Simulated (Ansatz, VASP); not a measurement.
## One calculation of PtS2, two programs

INCAR

```
  PREC = Accurate
  ENCUT = 520
  EDIFF = 1E-6
  ISMEAR = 0
  SIGMA = 0.05
  LREAL = False
  LASPH = True
  NELM = 150
  ALGO = Normal
  ISIF = 2
  LWAVE = False
  LCHARG = False
  MAGMOM = 0 0 0 0 0 0 0 0 0
  LORBIT = 11
  LSORBIT = True
  GGA_COMPAT = False
  LORBMOM = True
  LMAXMIX = 4
  GGA = PE
  NBANDS = 35
```

The input KPOINTS:

```
Automatic mesh
0
Gamma
  8 8 4
```

The input POSCAR:

```
PtS2
1.0
    3.5750232019      0.0000000000      0.0000000000
   -1.7875116009      3.0960609120      0.0000000000
    0.0000000000      0.0000000000      6.4298417778
Pt S
1 2
Direct
    0.0000000000      0.0000000000      0.0000000000
    0.3333333333      0.6666666667      0.1913716893
    0.6666666667      0.3333333333      0.8086283107
```

Input for Ansatz:

```yaml
crystal:
  lattice:
    - [3.575023201921, -2.886752572348e-11, 0.0]
    - [-1.787511600935, 3.096060911997, 0.0]
    - [0.0, 0.0, 6.4298417778]
  atoms:
    - { symbol: Pt, position: [0.0, 0.0, 0.0] }
    - { symbol: S, position: [0.3333333333333, 0.6666666666667, 0.1913716893] }
    - { symbol: S, position: [0.6666666666667, 0.3333333333333, 0.8086283107] }
basis:
  ecutwfc: 420
  ecutrho_ratio: 4
kpoints:
  mp_grid: { grid: [8, 8, 4] }
hamiltonian:
  xc: pbe
scf:
  occupations: { method: gaussian, width: 0.05 }
  algorithm: density_mixing
output:
  forces: true
  stress: true
  write_density: true
  write_potential: true
  elf: true
  volumetric_format: npy
magnetization:
  noncollinear: true
  spin_orbit: true
accuracy: high
```

Alike in both runs: task single point; functional PBE; k mesh 8 × 8 × 4; occupations gaussian, width 0.05 eV; non-collinear spin, spin-orbit coupling.

|  | VASP | Ansatz |
| --- | --- | --- |
| version | VASP 6.6.1 | Ansatz 0.2.0 |
| potentials or method | VASP PAW PBE potentials, release 64 (Pt, S), cutoff 520 eV | plane waves, PAW |
| valence electrons in the cell | 22 | 30 |

```tsv
	VASP	Ansatz	Ansatz less VASP
pressure (GPa)	-0.2	0.0	+0.25
traceless stress, the component that is largest in VASP (GPa)	0.10	0.02	-0.076
rms of the force components (eV/Å)	0.010	0.001	-0.0088
```

Atom by atom the forces differ by 0.010 eV/Å (rms over components). The functional is the same, so the differences come from potentials, cutoffs and numerics. VASP's potentials hold 22 valence electrons a cell and Ansatz's 30, so a difference there can come from the potentials and not from the codes.
